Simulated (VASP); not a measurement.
# Te2Mo (P6_3/mmc) in VASP: a series of runs

The runs below take Te2Mo through single point, with r2SCAN, PBE.

All numbers are computed with VASP 6.6.1; they aren't measurements. Logs are shortened: lines on timing, memory, paths and dates and some standing lists are left out, and cuts for length are marked.

**Measured values to compare with.**

“Broadband infrared study of pressure-tunable Fano resonance and metallization transition in 2H-MoTe2”, 2022, pmc:9569381 quotes, for a bulk crystal of Te2Mo at 300 K: band gap 0.88 ± 0.05 eV (indirect).

The results are compared with them further down.

## (1) The cell of the first run

Symmetry: P6_3/mmc, No. 194, hexagonal system. Conventional cell: a = 3.564 Å, b = 3.564 Å, c = 14.720 Å, α = 90.00°, β = 90.00°, γ = 120.00°. Within 3.6 Å of Te (site symmetry 3m) lie 3 Mo at 2.73 Å and 7 Te at 3.56 to 3.58 Å. Within 3.6 Å of Mo (site symmetry -6m2) lie 6 Te at 2.73 Å and 6 Mo at 3.56 Å.

## (2) Single point, r2SCAN, collinear spin (26.98 Å³/atom)

The input, POSCAR:

```
Te2Mo
1.0
    3.5636797614      0.0000000000      0.0000000000
   -1.7818398807      3.0862372043      0.0000000000
    0.0000000000      0.0000000000     14.7197071926
Te Mo
4 2
Direct
    0.3333333333      0.6666666667      0.6284395073
    0.6666666667      0.3333333333      0.1284395073
    0.3333333333      0.6666666667      0.8715604927
    0.6666666667      0.3333333333      0.3715604927
    0.3333333333      0.6666666667      0.2500000000
    0.6666666667      0.3333333333      0.7500000000
```

The input, INCAR.step1:

```
PREC     = Accurate       # precision mode
ENCUT    = 520            # plane-wave cutoff, eV
ISMEAR   = 0              # smearing method
SIGMA    = 0.05           # smearing width, eV
LREAL    = F              # projectors in reciprocal space
LASPH    = T              # aspherical terms in the spheres
NELM     = 150            # most SCF steps
ISPIN    = 2              # spin polarisation
MAGMOM   = 0 0 0 0 0.05 0.05 # initial moments
LMAXMIX  = 4              # l up to which the mixer works
NBANDS   = 39             # bands
GGA      = PE             # functional
ALGO     = Normal         # electronic algorithm
EDIFF    = 1E-4           # SCF threshold, eV
LWAVE    = T              # write WAVECAR
LCHARG   = F              # write CHGCAR
```

The input, INCAR.step2:

```
PREC     = Accurate       # precision mode
ENCUT    = 520            # plane-wave cutoff, eV
EDIFF    = 1E-6           # SCF threshold, eV
ISMEAR   = 0              # smearing method
SIGMA    = 0.05           # smearing width, eV
LREAL    = F              # projectors in reciprocal space
LASPH    = T              # aspherical terms in the spheres
NELM     = 150            # most SCF steps
ALGO     = Normal         # electronic algorithm
ISIF     = 2              # what is computed and relaxed
LWAVE    = F              # write WAVECAR
LCHARG   = F              # write CHGCAR
ISPIN    = 2              # spin polarisation
MAGMOM   = 0 0 0 0 0.05 0.05 # initial moments
LORBIT   = 11             # projections on sites
LMAXMIX  = 4              # l up to which the mixer works
METAGGA  = R2SCAN         # meta-GGA
LMIXTAU  = T            
NBANDS   = 39             # bands
ISTART   = 1
```

The input, KPOINTS:

```
Automatic mesh
0
Gamma
  8 8 2
```

Potentials or basis: VASP PAW PBE potentials, release 64 (Te, Mo_sv).

On the command line:

```bash
> cat potpaw_PBE.64/Te/POTCAR potpaw_PBE.64/Mo_sv/POTCAR > POTCAR
> cp INCAR.step1 INCAR
> mpirun -np 1 vasp_std > vasp.out
> cp INCAR.step2 INCAR
> mpirun -np 1 vasp_std > vasp.out
```

OUTCAR:

```text
PREC = Accurate
   ENCUT = 520
   EDIFF = 1E-6
   ISMEAR = 0
   LREAL = F
   LASPH = T
   NELM = 150
   ISIF = 2
   ISPIN = 2
   LORBIT = 11
   METAGGA = R2SCAN
   ISTART = 1

 ion  position               nearest neighbor table
   1  0.333  0.667  0.628-   6 2.73   6 2.73   6 2.73   3 3.58
   2  0.667  0.333  0.128-   5 2.73   5 2.73   5 2.73   4 3.58
   3  0.333  0.667  0.872-   6 2.73   6 2.73   6 2.73   1 3.58
   4  0.667  0.333  0.372-   5 2.73   5 2.73   5 2.73   2 3.58
   5  0.333  0.667  0.250-   2 2.73   4 2.73   2 2.73   4 2.73   2 2.73   4 2.73
   6  0.667  0.333  0.750-   1 2.73   3 2.73   1 2.73   3 2.73   1 2.73   3 2.73

  LATTYP: Found a hexagonal cell.
 ALAT       =     3.5636797614
 C/A-ratio  =     4.1304797788

  Lattice vectors:

 A1 = (   3.5636797614,   0.0000000000,   0.0000000000)
 A2 = (  -1.7818398807,   3.0862372043,   0.0000000000)
 A3 = (   0.0000000000,   0.0000000000,  14.7197071926)

Analysis of symmetry for initial positions (statically):
=====================================================================
 Subroutine PRICEL returns:
 Original cell was already a primitive cell.

 Routine SETGRP: Setting up the symmetry group for a
 hexagonal supercell.

 Subroutine GETGRP returns: Found 24 space group operations
 (whereof 12 operations were pure point group operations)
 out of a pool of 24 trial point group operations.

The static configuration has the point symmetry D_3d.
 The point group associated with its full space group is D_6h.

Analysis of symmetry for dynamics (positions and initial velocities):
=====================================================================
 Subroutine PRICEL returns:
 Original cell was already a primitive cell.

 Routine SETGRP: Setting up the symmetry group for a
 hexagonal supercell.

 Subroutine GETGRP returns: Found 24 space group operations
 (whereof 12 operations were pure point group operations)
 out of a pool of 24 trial point group operations.

The dynamic configuration has the point symmetry D_3d.
 The point group associated with its full space group is D_6h.

Analysis of structural, dynamic, and magnetic symmetry:
=====================================================================
 Subroutine PRICEL returns:
 Original cell was already a primitive cell.

 Routine SETGRP: Setting up the symmetry group for a
 hexagonal supercell.

 Subroutine GETGRP returns: Found 24 space group operations
 (whereof 12 operations were pure point group operations)
 out of a pool of 24 trial point group operations.

The overall configuration has the point symmetry D_3d.
 The point group associated with its full space group is D_6h.

 Subroutine INISYM returns: Found 24 space group operations
 (whereof 12 operations are pure point group operations),
 and found     1 'primitive' translations

----------------------------------------------------------------------------------------

                                     Primitive cell

  volume of cell :     161.8927

  direct lattice vectors                    reciprocal lattice vectors
     3.563679761  0.000000000  0.000000000     0.280608828  0.162009582  0.000000000
    -1.781839881  3.086237204  0.000000000     0.000000000  0.324019164  0.000000000
     0.000000000  0.000000000 14.719707193     0.000000000  0.000000000  0.067936134

  length of vectors
     3.563679761  3.563679761 14.719707193     0.324019164  0.324019164  0.067936134

  position of ions in fractional coordinates (direct lattice)
     0.333333333  0.666666667  0.628439507
     0.666666667  0.333333333  0.128439507
     0.333333333  0.666666667  0.871560493
     0.666666667  0.333333333  0.371560493
     0.333333333  0.666666667  0.250000000
     0.666666667  0.333333333  0.750000000

  ion indices of the primitive-cell ions
   primitive index   ion index
                 1           1
                 2           2
                 3           3
                 4           4
                 5           5
                 6           6
[... 30 lines left out ...]
  0.125000 -0.000000  0.000000      6.000000
  0.250000 -0.000000  0.000000      6.000000
  0.375000  0.000000  0.000000      6.000000
  0.500000 -0.000000  0.000000      3.000000
  0.125000  0.125000  0.000000      6.000000
[... 12 lines left out ...]
  0.250000  0.250000  0.500000      6.000000
  0.375000  0.250000  0.500000      6.000000
   k-points           NKPTS =     20   k-points in BZ     NKDIM =     20   number of bands    NBANDS=     39
   number of dos      NEDOS =    301   number of ions     NIONS =      6
   total plane-waves  NPLWV =  87808
   dimension x,y,z NGX =    28 NGY =   28 NGZ =  112
   dimension x,y,z NGXF=    56 NGYF=   56 NGZF=  224
   ions per type =               4   2
   NGX,Y,Z   is equivalent  to a cutoff of  13.06, 13.06, 12.65 a.u.
   NGXF,Y,Z  is equivalent  to a cutoff of  26.12, 26.12, 25.30 a.u.
 SYSTEM =  unknown system
   PREC   = accura    normal or accurate (medium, high low for compatibility)
   ISTART =      1    job   : 0-new  1-cont  2-samecut
   ICHARG =      0    charge: 1-file 2-atom 10-const
   ISPIN  =      2    spin polarized calculation?
   LNONCOLLINEAR =      F non collinear calculations
   LSORBIT =      F    spin-orbit coupling
   LASPH  =      T    aspherical Exc in radial PAW
   ENCUT  =  520.0 eV  38.22 Ry    6.18 a.u.   6.63  6.63 27.37*2*pi/ulx,y,z
   NELM   =    150;   NELMIN=  2; NELMDL=  0     # of ELM steps
   EDIFF  = 0.1E-05   stopping-criterion for ELM
   LREAL  =      F    real-space projection
   EDIFFG = 0.1E-04   stopping-criterion for IOM
   NSW    =      0    number of steps for IOM
   IBRION =     -1    ionic relax: 0-MD 1-quasi-New 2-CG
   NFREE  =      0    steps in history (QN), initial steepest desc. (CG)
   ISIF   =      2    stress and relaxation
   ISYM   =      2    0-nonsym 1-usesym 2-fastsym
   POTIM  = 0.5000    time-step for ionic-motion
   TEBEG  =    0.0;   TEEND  =   0.0 temperature during run
   PSTRESS=    0.0 pullay stress
   NELECT =      52.0000    total number of electrons
   NUPDOWN=      -1.0000    fix difference up-down
   EMIN   =  10.00;   EMAX   =-10.00  energy-range for DOS
   EFERMI =   0.00;   METHOD = LEGACY
   ISMEAR =     0;   SIGMA  =   0.05  broadening in eV -4-tet -1-fermi 0-gaus
   EFERMI_NEDOS =   21; number of points for ismear=-14 and -15
   IALGO  =     38    algorithm
   IMIX   =      4    mixing-type and parameters
     AMIX     =   0.40;   BMIX     =  1.00
     AMIX_MAG =   1.60;   BMIX_MAG =  1.00
  volume/ion in A,a.u.               =      26.98       182.08
  Fermi-wavevector in a.u.,A,eV,Ry     =   1.121158  2.118682 17.102465  1.256996
  Thomas-Fermi vector in A             =   2.257810
   LORBIT       =     11    0 simple, 1 ext, 2 COOP (PROOUT), +10 PAW based schemes
   METAGGA = R2SCAN    functional components
   LHFCALC =     F    Hartree Fock is set to
   AEXX    =    0.0000 exact exchange contribution
   IVDW    =     0    specifies the selected vdW correction
   LEPSILON=     F    determine dielectric tensor
   LRPA    =     F    only Hartree local field effects (RPA)
 spin polarized calculation
 Gauss-broadening in eV      SIGMA  =   0.05
  energy-cutoff  :      520.00
  volume of cell :      161.89
 maximum number of plane-waves:      4410
 NGX is ok and might be reduce to    28
   NGX = 13   NGY = 13   NGZ = 55

 number of electron      52.0000002 magnetization      -0.0000000

 Free energy of the ion-electron system (eV)
  ---------------------------------------------------
  ext. energy  EPLUGINS =         0.00000000
  ---------------------------------------------------
  free energy    TOTEN  =      -155.66580652 eV

  energy without entropy =     -155.66580652  energy(sigma->0) =     -155.66580652

 E-fermi :   7.2927     XC(G=0): -10.5256

 val. band max:        6.9764871558   @ k =   0.0000   0.0000   0.0000
 cond. band min:       8.0954945408   @ k =   0.2500   0.1250   0.0000
 fundamental gap:      1.1190073850
 Fermi energy:         7.2926606119

 spin component 1

 k-point     1 :       0.0000    0.0000    0.0000
  band No.  band energies     occupation
      1     -55.7310      1.00000
      2     -55.7310      1.00000
      3     -29.1493      1.00000
      4     -29.1493      1.00000
      5     -29.0621      1.00000
      6     -29.0621      1.00000
[... 809 lines left out ...]
     37      13.2684      0.00000
     38      13.2684      0.00000
 Fermi energy:         7.2926606119

 spin component 2

 k-point     1 :       0.0000    0.0000    0.0000
  band No.  band energies     occupation
      1     -55.7310      1.00000
      2     -55.7310      1.00000
      3     -29.1493      1.00000
      4     -29.1493      1.00000
      5     -29.0621      1.00000
      6     -29.0621      1.00000
[... 809 lines left out ...]
     37      13.2684      0.00000
     38      13.2684      0.00000
 [bands above 38 left out]

------------------------ aborting loop because EDIFF is reached ----------------------------------------

  FORCE on cell =-STRESS in cart. coord.  units (eV):
  Direction    XX          YY          ZZ          XY          YZ          ZX
  --------------------------------------------------------------------------------------
  -------------------------------------------------------------------------------------
  Total        0.0872415      0.0872415      0.2040562     -0.0000000      0.0000000      0.0000000
  in kB        0.8633888      0.8633888      2.0194511     -0.0000000      0.0000000      0.0000000
  external PRESSURE =       1.2487429 kB  Pullay stress =       0.0000000 kB

 VOLUME and BASIS-vectors are now :
 -----------------------------------------------------------------------------
  energy-cutoff  :      520.00
  volume of cell :      161.89
      direct lattice vectors                 reciprocal lattice vectors
     3.563679761  0.000000000  0.000000000     0.280608828  0.162009582  0.000000000
    -1.781839881  3.086237204  0.000000000     0.000000000  0.324019164  0.000000000
     0.000000000  0.000000000 14.719707193     0.000000000  0.000000000  0.067936134

 POSITION                                       TOTAL-FORCE (eV/Angst)
 -----------------------------------------------------------------------------------
     -0.00000      2.05749      9.25045        -0.000000     -0.000000     -0.027248
      1.78184      1.02875      1.89059         0.000000     -0.000000     -0.027248
     -0.00000      2.05749     12.82912        -0.000000     -0.000000      0.027248
      1.78184      1.02875      5.46926        -0.000000      0.000000      0.027248
     -0.00000      2.05749      3.67993         0.000000     -0.000000      0.000000
      1.78184      1.02875     11.03978        -0.000000     -0.000000      0.000000
 -----------------------------------------------------------------------------------
    total drift:                               -0.000000      0.000000     -0.000000

  FREE ENERGIE OF THE ION-ELECTRON SYSTEM (eV)
  ---------------------------------------------------
  free  energy   TOTEN  =      -155.6658065157 eV

  energy  without entropy=     -155.6658065157  energy(sigma->0) =     -155.66580652

 total charge

# of ion       s       p       d       tot
------------------------------------------
    1        1.391   2.014   0.062   3.467
    2        1.391   2.014   0.062   3.467
    3        1.391   2.014   0.062   3.467
    4        1.391   2.014   0.062   3.467
    5        2.246   6.146   3.937  12.329
    6        2.246   6.146   3.937  12.329
--------------------------------------------------
tot         10.055  20.349   8.122  38.526

 magnetization (x)

# of ion       s       p       d       tot
------------------------------------------
    1       -0.000   0.000   0.000   0.000
    2       -0.000   0.000   0.000   0.000
    3       -0.000   0.000   0.000   0.000
    4       -0.000   0.000   0.000   0.000
    5       -0.000   0.000  -0.000  -0.000
    6       -0.000   0.000  -0.000  -0.000
--------------------------------------------------
tot         -0.000   0.000  -0.000  -0.000
```

Run time: 11 min. Hardware: 1 thread of Intel Xeon Platinum 8488C (Sapphire Rapids), shared host; peak memory 0.49 GiB.

Results:

```yaml
Free_energy: -155.6658 eV
Pressure: 0.1 GPa
Largest_force: 0.027 eV/Å
Band_gap_on_the_k_mesh: 1.12 eV (least direct gap 1.26 eV)
Net_moment: 0.00 μB per cell
Valence_electrons_inside_the_program's_atomic_spheres: Te 3.47; Mo 12.33
```

Forces in eV/Å, atoms in the order of the input:
```
Te   0.000  0.000 -0.027
Te   0.000  0.000 -0.027
Te   0.000  0.000  0.027
Te   0.000  0.000  0.027
Mo   0.000  0.000  0.000
Mo   0.000  0.000  0.000
```

Caveat: the PAW data sets were made with another functional, which shifts forces and pressure a little; spin-orbit coupling is left out, which moves the levels of the heavy elements.

(Continued in part 2 of 2.)
